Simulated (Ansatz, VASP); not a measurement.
## One calculation of HPbNO4, two programs

INCAR

```
PREC = Accurate
ENCUT = 520
EDIFF = 1E-7
ISMEAR = -1
SIGMA = 0.05
LREAL = False
LASPH = True
NELM = 80
ALGO = Normal
ISIF = 2
LWAVE = False
LCHARG = False
GGA = PE
NBANDS = 31
```

Contents of KPOINTS:

```
regular mesh
0
Gamma
  5 4 4
```

Contents of POSCAR:

```
HPbNO4
1.0
    3.7783321923      0.0017436633     -0.0358332599
    0.1699875774      4.2458788462     -0.0161337832
    0.7425556580      0.8216082570      5.7566553182
H Pb N O
1 1 1 4
Direct
    0.6151100000      0.8955900000      0.1984400000
    0.6459700000      0.4465100000      0.9168500000
    0.7147400000      0.2381000000      0.5005800000
    0.1695800000      0.4700700000      0.7776800000
    0.6291900000      0.9704500000      0.4984500000
    0.5642400000      0.9258300000      0.0384900000
    0.7802200000      0.4225000000      0.3195100000
```

File input.yaml:

```yaml
crystal:
  lattice:
    - [3.7783321923, 0.0017436633, -0.0358332599]
    - [0.1699875774, 4.2458788462, -0.0161337832]
    - [0.742555658, 0.821608257, 5.7566553182]
  atoms:
    - { symbol: H, position: [0.61511, 0.89559, 0.19844] }
    - { symbol: Pb, position: [0.64597, 0.44651, 0.91685] }
    - { symbol: "N", position: [0.71474, 0.2381, 0.50058] }
    - { symbol: O, position: [0.16958, 0.47007, 0.77768] }
    - { symbol: O, position: [0.62919, 0.97045, 0.49845] }
    - { symbol: O, position: [0.56424, 0.92583, 0.03849] }
    - { symbol: O, position: [0.78022, 0.4225, 0.31951] }
kpoints:
  mp_grid: { grid: [5, 4, 4] }
scf:
  occupations: { method: fermi_dirac, width: 0.05 }
hamiltonian:
  xc: pbe
  pseudopotentials: { kind: all_electron, lapw: { basis_error: 0.003 } }
output:
  forces: true
  stress: true
  eigenvalues: true
```

Change from the starting cell: volume scaled by 0.94.

Alike in both runs: task single point; functional PBE; k mesh 5 × 4 × 4; occupations fermi-dirac, width 0.05 eV; no spin polarisation.

```csv
,VASP,Ansatz
version,VASP 6.6.1,Ansatz 0.2.0
potentials or method,"VASP PAW PBE potentials, release 64 (H, Pb_d, N, O), cutoff 520 eV","all-electron LAPW, scalar-relativistic"
```

```csv
,VASP,Ansatz,Ansatz less VASP
gap on the k mesh at the Fermi level (eV),0.33,0.33,-0.006
least direct gap on the mesh (eV),0.52,0.52,-0.006
pressure (GPa),7.5,6.6,-0.88
"traceless stress, the component that is largest in VASP (GPa)",2.51,1.73,-0.784
rms of the force components (eV/Å),0.971,0.711,-0.2600
```

Atom by atom the forces differ by 0.268 eV/Å (rms over components). Ansatz ran all-electron here, and VASP with PAW potentials.

Spin-orbit coupling is off throughout. Noted on VASP's run: the standard files for N, O and F lose accuracy on very short bonds.
